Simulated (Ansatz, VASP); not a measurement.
Two plane-wave programs on Sn

The input INCAR:

```
SYSTEM = Sn
ALGO     = Normal         ! electronic algorithm
EDIFF    = 1E-6           ! SCF threshold, eV
ENCUT    = 520            ! plane-wave cutoff, eV
GGA      = RE             ! functional
ISIF     = 2              ! what is computed and relaxed
ISMEAR   = -1             ! smearing method
LASPH    = .True.         ! aspherical terms in the spheres
LCHARG   = .False.        ! write CHGCAR
LREAL    = .False.        ! projectors in reciprocal space
LWAVE    = .False.        ! write WAVECAR
NBANDS   = 21             ! bands
NELM     = 80             ! most SCF steps
PREC     = Accurate       ! precision mode
SIGMA    = 0.1            ! smearing width, eV
```

The input KPOINTS:

```
k-points
0
Gamma
  12 12 7
  0 0 0
```

File POSCAR:

```
Sn
1.0
    3.2594765975      0.0000000000      0.0000000000
   -1.6297382988      2.8227895365      0.0000000000
    0.0000000000      0.0000000000      5.4171720222
Sn
2
Direct
    0.3333333333      0.6666666667      0.2500000000
    0.6666666667      0.3333333333      0.7500000000
```

Input for Ansatz:

```yaml
crystal:
  lattice:
    - [3.2594765975, 0.0, 0.0]
    - [-1.6297382988, 2.8227895365, 0.0]
    - [0.0, 0.0, 5.4171720222]
  atoms:
    - { symbol: Sn, position: [0.3333333333, 0.6666666667, 0.25] }
    - { symbol: Sn, position: [0.6666666667, 0.3333333333, 0.75] }
hamiltonian:
  xc: revpbe
  pseudopotentials:
    kind: paw
    azcp:
      Sn: "pseudopotentials/Sn.paw.azcp"
basis:
  ecutwfc: 420
  fft_grid_basis: typed
kpoints:
  mp_grid: { grid: [12, 12, 7], shift: [0, 0, 0] }
magnetization:
  spin_polarized: false
scf:
  occupations: { method: fermi_dirac, width: 0.1 }
  lower_state_search: "off"
output:
  stress: true
```

Alike in both runs: task single point; functional revPBE; k mesh 12 × 12 × 7; occupations fermi-dirac, width 0.1 eV; no spin polarisation.

|  | VASP | Ansatz |
| --- | --- | --- |
| version | VASP 6.6.1 | Ansatz 0.2.0 |
| potentials or method | VASP PAW PBE potentials, release 64 (Sn_d), cutoff 520 eV | plane waves (420 eV) with PAW, scalar-relativistic |
| valence electrons in the cell | 28 | 28 |

|  | VASP | Ansatz | Ansatz less VASP |
| --- | --- | --- | --- |
| pressure (GPa) | 7.6 | 7.6 | +0.07 |
| traceless stress, the component that is largest in VASP (GPa) | -1.45 | -1.44 | +0.007 |

VASP's potentials were made for PBE, not for revPBE.
